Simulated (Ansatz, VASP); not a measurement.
## One calculation of Hf, two programs

```
Hf
1.0
     0.00000    2.17809    2.17809
     2.17809    0.00000    2.17809
     2.17809    2.17809    0.00000
Hf
1
Direct
  0.00000 0.00000 0.00000
```

Alike in both runs: task single point; functional r2SCAN; k mesh 14 × 14 × 14; occupations fermi-dirac, width 0.1 eV; no spin polarisation.

|  | VASP | Ansatz |
| --- | --- | --- |
| version | VASP 6.6.1 | Ansatz 0.2.0 |
| potentials or method | VASP PAW PBE potentials, release 64 (Hf_pv), cutoff 520 eV | plane waves (500 eV) with PAW, scalar-relativistic |
| valence electrons in the cell | 10 | 26 |

|  | VASP | Ansatz | Ansatz less VASP |
| --- | --- | --- | --- |
| pressure (GPa) | 9.3 | 9.8 | +0.47 |

VASP's potentials were made for PBE, not for r2SCAN. VASP's potentials hold 10 valence electrons a cell and Ansatz's 26, so a difference there can come from the potentials and not from the codes.

Spin-orbit coupling is off throughout.
